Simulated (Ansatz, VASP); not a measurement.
## Sr3Sc in VASP and in Ansatz

```
Sr Sc
1.0
    -2.78132    2.78132    5.78673
     2.78132   -2.78132    5.78673
     2.78132    2.78132   -5.78673
Sr Sc
3 1
Cartesian
  0.0000 0.0000 5.7867
  2.7813 0.0000 2.8934
  0.0000 2.7813 2.8934
  0.0000 0.0000 0.0000
```

Alike in both runs: task single point; functional PBE; k mesh 7 × 7 × 7; occupations fermi-dirac, width 0.05 eV; no spin polarisation.

|  | VASP | Ansatz |
| --- | --- | --- |
| version | VASP 6.6.1 | Ansatz 0.2.0 |
| potentials or method | VASP PAW PBE potentials, release 64 (Sr_sv, Sc_sv) | Ansatz PAW |
| plane-wave cutoff (eV) | 520 | 420 |
| valence electrons in the cell | 41 | 41 |

|  | VASP | Ansatz | Ansatz less VASP |
| --- | --- | --- | --- |
| gap on the k mesh at the Fermi level (eV) | none | none | - |
| pressure (GPa) | 0.0 | 0.0 | +0.01 |
| traceless stress, the component that is largest in VASP (GPa) | -0.22 | -0.22 | -0.001 |

A gap of «none» marks a metal or a gap that the smearing closes.
